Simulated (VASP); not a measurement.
# CsH (I4/mmm) in VASP: a series of runs

CsH is run at these levels: LDA; tasks: single point.

All numbers are computed with VASP 6.6.1; they aren't measurements. Logs are shortened: lines on timing, memory, paths and dates and some standing lists are left out, and cuts for length are marked.

**1. The cell of the first run**

Symmetry: I4/mmm, No. 139, tetragonal system. The conventional cell has a = 4.869 Å, b = 4.869 Å, c = 6.376 Å, α = 90.00°, β = 90.00°, γ = 90.00°. Within 4.2 Å of Cs (site symmetry 4/mmm) lie 6 H at 3.19 to 3.44 Å. Within 4.2 Å of H (site symmetry 4/mmm) lie 6 Cs at 3.19 to 3.44 Å.

**2. Single point, LDA (strain +0.080 along x and y, +0.000 along z)**

The input, INCAR:

```
  PREC = Accurate
  ENCUT = 520
  EDIFF = 1E-6
  ISMEAR = 0
  SIGMA = 0.05
  LREAL = F
  LASPH = T
  NELM = 100
  ALGO = Normal
  ISIF = 2
  LWAVE = F
  LCHARG = T
  GGA = CA
  LELF = T
  LVHAR = T
  NBANDS = 12
```

The input, KPOINTS:

```
Automatic mesh
0
Gamma
  8 8 8
```

The input, POSCAR:

```
CsH
1.0
    0.0000000000      3.4430400000      3.1880000000
    3.4430400000      0.0000000000      3.1880000000
    3.4430400000      3.4430400000      0.0000000000
Cs H
1 1
Direct
    0.0000000000      0.0000000000      0.0000000000
    0.5000000000      0.5000000000      0.5000000000
```

Potentials or basis: VASP PAW LDA potentials, release 64 (Cs_sv, H).

Command:

```sh
cat potpaw_LDA.64/Cs_sv/POTCAR potpaw_LDA.64/H/POTCAR > POTCAR
mpirun -np 1 vasp_std > vasp.out
```

OUTCAR:

```text
PREC = Accurate
   ENCUT = 520
   EDIFF = 1E-6
   ISMEAR = 0
   LREAL = F
   LASPH = T
   NELM = 100
   ISIF = 2
   GGA = CA

 ion  position               nearest neighbor table
   1  0.000  0.000  0.000-
   2  0.500  0.500  0.500-

  LATTYP: Found a body centered tetragonal cell.
 ALAT       =     4.8691938638
 C/A-ratio  =     1.3094570022

  Lattice vectors:

 A1 = (   0.0000000000,  -3.4430400000,  -3.1880000000)
 A2 = (   0.0000000000,   3.4430400000,  -3.1880000000)
 A3 = (   3.4430400000,   0.0000000000,   3.1880000000)

Analysis of symmetry for initial positions (statically):
=====================================================================
 Subroutine PRICEL returns:
 Original cell was already a primitive cell.

 Routine SETGRP: Setting up the symmetry group for a
 body centered tetragonal supercell.

 Subroutine GETGRP returns: Found 16 space group operations
 (whereof 16 operations were pure point group operations)
 out of a pool of 16 trial point group operations.

The static configuration has the point symmetry D_4h.

Analysis of symmetry for dynamics (positions and initial velocities):
=====================================================================
 Subroutine PRICEL returns:
 Original cell was already a primitive cell.

 Routine SETGRP: Setting up the symmetry group for a
 body centered tetragonal supercell.

 Subroutine GETGRP returns: Found 16 space group operations
 (whereof 16 operations were pure point group operations)
 out of a pool of 16 trial point group operations.

The dynamic configuration has the point symmetry D_4h.

 Subroutine INISYM returns: Found 16 space group operations
 (whereof 16 operations are pure point group operations),
 and found     1 'primitive' translations

----------------------------------------------------------------------------------------

                                     Primitive cell

  volume of cell :      75.5844

  direct lattice vectors                    reciprocal lattice vectors
     0.000000000  3.443040000  3.188000000    -0.145220503  0.145220503  0.156838143
     3.443040000  0.000000000  3.188000000     0.145220503 -0.145220503  0.156838143
     3.443040000  3.443040000  0.000000000     0.145220503  0.145220503 -0.156838143

  length of vectors
     4.692320155  4.692320155  4.869193864     0.258410898  0.258410898  0.258410898

  position of ions in fractional coordinates (direct lattice)
     0.000000000  0.000000000  0.000000000
     0.500000000  0.500000000  0.500000000

  ion indices of the primitive-cell ions
   primitive index   ion index
                 1           1
                 2           2

----------------------------------------------------------------------------------------

 KPOINTS: Automatic mesh

Automatic generation of k-mesh.
 Grid dimensions read from file:
 generate k-points for:    8    8    8

 Generating k-lattice:

  Cartesian coordinates                     Fractional coordinates (reciprocal lattice)
    -0.018152563  0.018152563  0.019604768     0.125000000  0.000000000  0.000000000
     0.018152563 -0.018152563  0.019604768     0.000000000  0.125000000  0.000000000
     0.018152563  0.018152563 -0.019604768     0.000000000  0.000000000  0.125000000

  Length of vectors
     0.032301362  0.032301362  0.032301362

  Shift w.r.t. Gamma in fractional coordinates (k-lattice)
     0.000000000  0.000000000  0.000000000

 Subroutine IBZKPT returns following result:
 ===========================================

 Found     59 irreducible k-points:

 Following reciprocal coordinates:
            Coordinates               Weight
  0.000000  0.000000  0.000000      1.000000
  0.125000  0.000000  0.000000      8.000000
  0.250000  0.000000  0.000000      8.000000
  0.375000  0.000000  0.000000      8.000000
  0.500000  0.000000  0.000000      4.000000
  0.125000  0.125000  0.000000      2.000000
[... 16 lines left out ...]
  0.250000  0.000000  0.125000     16.000000
  0.375000 -0.000000  0.125000     16.000000
 [... further k-points ...]
   k-points           NKPTS =     59   k-points in BZ     NKDIM =     59   number of bands    NBANDS=     12
   number of dos      NEDOS =    301   number of ions     NIONS =      2
   total plane-waves  NPLWV =  46656
   dimension x,y,z NGX =    36 NGY =   36 NGZ =   36
   dimension x,y,z NGXF=    72 NGYF=   72 NGZF=   72
   ions per type =               1   1
   NGX,Y,Z   is equivalent  to a cutoff of  12.75, 12.75, 12.29 a.u.
   NGXF,Y,Z  is equivalent  to a cutoff of  25.51, 25.51, 24.58 a.u.
 SYSTEM =  unknown system
   PREC   = accura    normal or accurate (medium, high low for compatibility)
   ISTART =      0    job   : 0-new  1-cont  2-samecut
   ICHARG =      2    charge: 1-file 2-atom 10-const
   ISPIN  =      1    spin polarized calculation?
   LNONCOLLINEAR =      F non collinear calculations
   LSORBIT =      F    spin-orbit coupling
   LASPH  =      T    aspherical Exc in radial PAW
   ENCUT  =  520.0 eV  38.22 Ry    6.18 a.u.   8.72  8.72  9.05*2*pi/ulx,y,z
   NELM   =    100;   NELMIN=  2; NELMDL= -5     # of ELM steps
   EDIFF  = 0.1E-05   stopping-criterion for ELM
   LREAL  =      F    real-space projection
   EDIFFG = 0.1E-04   stopping-criterion for IOM
   NSW    =      0    number of steps for IOM
   IBRION =     -1    ionic relax: 0-MD 1-quasi-New 2-CG
   NFREE  =      0    steps in history (QN), initial steepest desc. (CG)
   ISIF   =      2    stress and relaxation
   ISYM   =      2    0-nonsym 1-usesym 2-fastsym
   POTIM  = 0.5000    time-step for ionic-motion
   TEBEG  =    0.0;   TEEND  =   0.0 temperature during run
   PSTRESS=    0.0 pullay stress
   NELECT =      10.0000    total number of electrons
   NUPDOWN=      -1.0000    fix difference up-down
   EMIN   =  10.00;   EMAX   =-10.00  energy-range for DOS
   EFERMI =   0.00;   METHOD = LEGACY
   ISMEAR =     0;   SIGMA  =   0.05  broadening in eV -4-tet -1-fermi 0-gaus
   EFERMI_NEDOS =   21; number of points for ismear=-14 and -15
   IALGO  =     38    algorithm
   IMIX   =      4    mixing-type and parameters
     AMIX     =   0.40;   BMIX     =  1.00
     AMIX_MAG =   1.60;   BMIX_MAG =  1.00
  volume/ion in A,a.u.               =      37.79       255.03
  Fermi-wavevector in a.u.,A,eV,Ry     =   0.834188  1.576387  9.467884  0.695870
  Thomas-Fermi vector in A             =   1.947538
   LORBIT       =      0    0 simple, 1 ext, 2 COOP (PROOUT), +10 PAW based schemes
   GGA     = CA    functional components
   LHFCALC =     F    Hartree Fock is set to
   AEXX    =    0.0000 exact exchange contribution
   IVDW    =     0    specifies the selected vdW correction
   LEPSILON=     F    determine dielectric tensor
   LRPA    =     F    only Hartree local field effects (RPA)
 non-spin polarized calculation
 Gauss-broadening in eV      SIGMA  =   0.05
  energy-cutoff  :      520.00
  volume of cell :       75.58
 maximum number of plane-waves:      2052
   NGX = 17   NGY = 17   NGZ = 19

 number of electron      10.0000000 magnetization

 number of electron       9.9999999 magnetization

 Free energy of the ion-electron system (eV)
  ---------------------------------------------------
  ext. energy  EPLUGINS =         0.00000000
  ---------------------------------------------------
  free energy    TOTEN  =        -4.77237814 eV

  energy without entropy =       -4.77237814  energy(sigma->0) =       -4.77237814

 E-fermi :  -0.4121     XC(G=0):  -6.9881

 val. band max:       -0.6143959813   @ k =   0.5000   0.0000   0.0000
 cond. band min:       1.4623339159   @ k =   0.5000   0.0000   0.0000
 fundamental gap:      2.0767298972
 Fermi energy:        -0.4120978000

 k-point     1 :       0.0000    0.0000    0.0000
  band No.  band energies     occupation
      1     -22.0710      2.00000
      2      -8.6654      2.00000
      3      -8.6654      2.00000
      4      -8.6055      2.00000
      5      -2.1873      2.00000
      6       4.2412      0.00000
      7       4.2412      0.00000
      8       4.2902      0.00000
      9       4.5607      0.00000
     10       5.4997      0.00000
     11       6.5107      0.00000
     12       7.7257      0.00000

 k-point     2 :       0.1250    0.0000    0.0000
  band No.  band energies     occupation
      1     -22.0649      2.00000
      2      -8.7400      2.00000
      3      -8.6788      2.00000
      4      -8.6273      2.00000
      5      -1.9876      2.00000
      6       3.7381      0.00000
      7       4.3102      0.00000
      8       4.3232      0.00000
      9       4.6068      0.00000
     10       5.3278      0.00000
     11       6.0935      0.00000
     12       8.2830      0.00000

 k-point     3 :       0.2500    0.0000    0.0000
  band No.  band energies     occupation
      1     -22.0499      2.00000
      2      -8.9397      2.00000
      3      -8.7109      2.00000
      4      -8.6462      2.00000
      5      -1.4862      2.00000
      6       2.7234      0.00000
      7       4.1423      0.00000
      8       4.5222      0.00000
      9       4.7370      0.00000
     10       5.6128      0.00000
     11       5.8388      0.00000
     12       9.4571      0.00000
[... 286 lines left out ...]
 k-point    23 :       0.2500    0.0000    0.1250
  band No.  band energies     occupation
      1     -22.0519      2.00000
      2      -8.8862      2.00000
      3      -8.7122      2.00000
      4      -8.6658      2.00000
      5      -1.6268      2.00000
      6       3.0550      0.00000
      7       3.6225      0.00000
      8       4.6609      0.00000
      9       5.0720      0.00000
     10       5.3590      0.00000
     11       6.4598      0.00000
     12       9.0797      0.00000

 k-point    24 :       0.3750   -0.0000    0.1250
  band No.  band energies     occupation
      1     -22.0369      2.00000
      2      -9.0589      2.00000
      3      -8.7545      2.00000
      4      -8.6884      2.00000
      5      -1.1439      2.00000
      6       2.2506      0.00000
      7       3.6264      0.00000
      8       4.5228      0.00000
      9       5.4203      0.00000
     10       6.0172      0.00000
     11       6.7259      0.00000
     12       9.0226      0.00000

 [... further k-points ...]

------------------------ aborting loop because EDIFF is reached ----------------------------------------

  FORCE on cell =-STRESS in cart. coord.  units (eV):
  Direction    XX          YY          ZZ          XY          YZ          ZX
  --------------------------------------------------------------------------------------
  -------------------------------------------------------------------------------------
  Total       -1.0174753     -1.0174753     -0.6787934      0.0000000      0.0000000      0.0000000
  in kB      -21.5676088    -21.5676088    -14.3885067      0.0000000      0.0000000      0.0000000
  external PRESSURE =     -19.1745748 kB  Pullay stress =       0.0000000 kB

 VOLUME and BASIS-vectors are now :
 -----------------------------------------------------------------------------
  energy-cutoff  :      520.00
  volume of cell :       75.58
      direct lattice vectors                 reciprocal lattice vectors
     0.000000000  3.443040000  3.188000000    -0.145220503  0.145220503  0.156838143
     3.443040000  0.000000000  3.188000000     0.145220503 -0.145220503  0.156838143
     3.443040000  3.443040000  0.000000000     0.145220503  0.145220503 -0.156838143

 POSITION                                       TOTAL-FORCE (eV/Angst)
 -----------------------------------------------------------------------------------
      0.00000      0.00000      0.00000         0.000000      0.000000      0.000000
      3.44304      3.44304      3.18800         0.000000      0.000000     -0.000000
 -----------------------------------------------------------------------------------
    total drift:                               -0.000000      0.000000      0.000000

  FREE ENERGIE OF THE ION-ELECTRON SYSTEM (eV)
  ---------------------------------------------------
  free  energy   TOTEN  =        -4.7723781400 eV

  energy  without entropy=       -4.7723781400  energy(sigma->0) =       -4.77237814
```

It took 56 s on 1 thread of Intel Xeon 8259CL, shared host; peak memory 0.2 GiB.

What came out:

```yaml
Free_energy: -4.7724 eV
Pressure: -1.9 GPa
Band_gap_on_the_k_mesh: 2.08 eV
```

Caveat: the cell differs from its parent crystal (strain +0.080 along x and y, +0.000 along z); spin-orbit coupling is left out, which moves the levels of the heavy elements. A k mesh can miss the band edges.

**3. Single point, LDA (strain +0.080 along x and y, +0.040 along z)**

The input, INCAR:

```
SYSTEM = CsH
PREC = Accurate
ENCUT = 520
EDIFF = 1E-7
ISMEAR = 0
SIGMA = 0.05
LREAL = .False.
LASPH = .True.
NELM = 100
ALGO = Normal
ISIF = 2
LWAVE = .False.
LCHARG = .False.
GGA = CA
NBANDS = 12
```

The input, KPOINTS:

```
regular mesh
0
Gamma
  8 8 8
  0 0 0
```

The input, POSCAR:

```
CsH
1.0
    0.0000000000      3.4430400000      3.3155200000
    3.4430400000      0.0000000000      3.3155200000
    3.4430400000      3.4430400000      0.0000000000
Cs H
1 1
Direct
    0.0000000000      0.0000000000      0.0000000000
    0.5000000000      0.5000000000      0.5000000000
```

Potentials or basis: VASP PAW LDA potentials, release 64 (Cs_sv, H).

Command:

```sh
cat potpaw_LDA.64/Cs_sv/POTCAR potpaw_LDA.64/H/POTCAR > POTCAR
mpirun -np 1 vasp_std > vasp.out
```

OUTCAR:

```text
SYSTEM = CsH
   PREC = Accurate
   ENCUT = 520
   EDIFF = 1E-7
   ISMEAR = 0
   LREAL = .False.
   LASPH = .True.
   NELM = 100
   ISIF = 2
   GGA = CA

 ion  position               nearest neighbor table
   1  0.000  0.000  0.000-
   2  0.500  0.500  0.500-

  LATTYP: Found a body centered tetragonal cell.
 ALAT       =     4.8691938638
 C/A-ratio  =     1.3618352823

  Lattice vectors:

 A1 = (   0.0000000000,  -3.4430400000,  -3.3155200000)
 A2 = (   0.0000000000,   3.4430400000,  -3.3155200000)
[... 544 lines left out ...]

------------------------ aborting loop because EDIFF is reached ----------------------------------------

  FORCE on cell =-STRESS in cart. coord.  units (eV):
  Direction    XX          YY          ZZ          XY          YZ          ZX
  --------------------------------------------------------------------------------------
  -------------------------------------------------------------------------------------
  Total       -1.0741252     -1.0741252     -0.9598849      0.0000000     -0.0000000      0.0000000
  in kB      -21.8927195    -21.8927195    -19.5642845      0.0000000     -0.0000000      0.0000000
  external PRESSURE =     -21.1165745 kB  Pullay stress =       0.0000000 kB

 VOLUME and BASIS-vectors are now :
 -----------------------------------------------------------------------------
  energy-cutoff  :      520.00
  volume of cell :       78.61
      direct lattice vectors                 reciprocal lattice vectors
     0.000000000  3.443040000  3.315520000    -0.145220503  0.145220503  0.150805907
     3.443040000  0.000000000  3.315520000     0.145220503 -0.145220503  0.150805907
     3.443040000  3.443040000  0.000000000     0.145220503  0.145220503 -0.150805907

 POSITION                                       TOTAL-FORCE (eV/Angst)
 -----------------------------------------------------------------------------------
      0.00000      0.00000      0.00000         0.000000     -0.000000     -0.000000
      3.44304      3.44304      3.31552        -0.000000      0.000000      0.000000
 -----------------------------------------------------------------------------------
    total drift:                               -0.000000      0.000000      0.000000

  FREE ENERGIE OF THE ION-ELECTRON SYSTEM (eV)
  ---------------------------------------------------
  free  energy   TOTEN  =        -4.7404035330 eV

  energy  without entropy=       -4.7404035330  energy(sigma->0) =       -4.74040353
```

OSZICAR:

```text
N       E                     dE             d eps       ncg     rms          rms(c)
DAV:   1     0.446913284265E+02    0.44691E+02   -0.38926E+03  1416   0.666E+02
DAV:   2    -0.128540369935E+01   -0.45977E+02   -0.44130E+02  1788   0.109E+02
DAV:   3    -0.545485428810E+01   -0.41695E+01   -0.41624E+01  1756   0.360E+01
DAV:   4    -0.549713644666E+01   -0.42282E-01   -0.42278E-01  1664   0.424E+00
DAV:   5    -0.549734668697E+01   -0.21024E-03   -0.21024E-03  1792   0.301E-01    0.340E+00
DAV:   6    -0.485944169188E+01    0.63790E+00   -0.58687E-01  1672   0.232E+00    0.134E+00
DAV:   7    -0.473215670465E+01    0.12728E+00   -0.50051E-01  1636   0.201E+00    0.595E-01
DAV:   8    -0.474569996582E+01   -0.13543E-01   -0.51816E-02  1588   0.782E-01    0.295E-01
DAV:   9    -0.474025956195E+01    0.54404E-02   -0.10356E-02  1696   0.336E-01    0.433E-02
DAV:  10    -0.474041874368E+01   -0.15918E-03   -0.18039E-03  1600   0.137E-01    0.369E-02
DAV:  11    -0.474040912779E+01    0.96159E-05   -0.21545E-04  1672   0.440E-02    0.138E-02
DAV:  12    -0.474040378405E+01    0.53437E-05   -0.29046E-05  1680   0.180E-02    0.261E-03
DAV:  13    -0.474040353159E+01    0.25246E-06   -0.25648E-06  1616   0.569E-03    0.875E-04
DAV:  14    -0.474040353296E+01   -0.13644E-08   -0.17667E-07  1692   0.173E-03
   1 F= -.47404035E+01 E0= -.47404035E+01  d E =-.210673E-16
```

stdout:

```text
POSCAR found type information on POSCAR CsH
 POSCAR found :  2 types and       2 ions
 scaLAPACK will be used
 LDA part: xc-table for (Slater(with rela. corr.)+CA(PZ))
 , standard interpolation
 POSCAR, INCAR and KPOINTS ok, starting setup
 FFT: planning ... GRIDC
 FFT: planning ... GRID_SOFT
 FFT: planning ... GRID
 WAVECAR not read
 entering main loop
```

Run time: 64 s. Hardware: 1 thread of Intel Xeon 8259CL, shared host; peak memory 0.2 GiB.

What came out:

```yaml
Free_energy: -4.7404 eV
Pressure: -2.1 GPa
Band_gap_on_the_k_mesh: 2.12 eV
```

Stress tensor (GPa, compression positive):
```
-2.19  0.00  0.00
 0.00 -2.19  0.00
 0.00  0.00 -1.96
```

Levels at points of the mesh, in eV from the valence-band top:
```
           k point  band 3  band 4  band 5  band 6  band 7  band 8
(0.00, 0.00, 0.00)   -8.07   -8.04   -1.48    4.89    4.89    4.95
(0.50, 0.00, 0.00)   -8.14   -8.10    0.00    2.12    4.45    4.69
(0.50, 0.50, 0.00)   -8.25   -8.25   -0.75    3.09    4.86    6.91
(0.50, 0.00, 0.50)   -8.21   -8.21   -0.77    3.19    4.57    6.89
```

Caveat: the cell differs from its parent crystal (strain +0.080 along x and y, +0.040 along z); spin-orbit coupling is left out, which moves the levels of the heavy elements. A k mesh can miss the band edges.
